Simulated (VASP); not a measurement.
A run of VASP 6.6.1:

The input INCAR:

```
SYSTEM = Al3O
ALGO = Normal
DIPOL = 0.5 0.5 0.356
EDIFF = 1E-6
ENCUT = 520
GGA = PE
IDIPOL = 3
ISIF = 2
ISMEAR = 0
LASPH = .True.
LCHARG = .False.
LDIPOL = .True.
LREAL = .False.
LWAVE = .False.
NBANDS = 16
NELM = 100
PREC = Accurate
SIGMA = 0.1
```

File KPOINTS:

```
k-points
0
Gamma
  9 9 1
  0 0 0
```

POSCAR

```
Al3O
1.0
    2.8567582918      0.0000000000      0.0000000000
    0.0000000000      2.8567582918      0.0000000000
    0.0000000000      0.0000000000     19.6746954317
Al O
3 1
Direct
    0.5000000000      0.5000000000      0.2033068321
    0.0000000000      0.0000000000      0.3092728609
    0.5000000000      0.5000000000      0.4154928578
    0.5000000000      0.6666666667      0.4962203376
```

Potentials or basis: VASP PAW PBE potentials, release 64 (Al, O).

Command:

```sh
$ cat potpaw_PBE.64/Al/POTCAR potpaw_PBE.64/O/POTCAR > POTCAR
$ mpirun -np 1 vasp_std > vasp.out
```

Hardware: 1 thread of Intel Xeon 6975P-C (shared host).

Q: How long does it take, and how much memory?

A: Run time: 110 s on 1 thread of Intel Xeon 6975P-C, on a shared host, peak memory 0.29 GiB. Counts: scf iterations 29, k points 25.
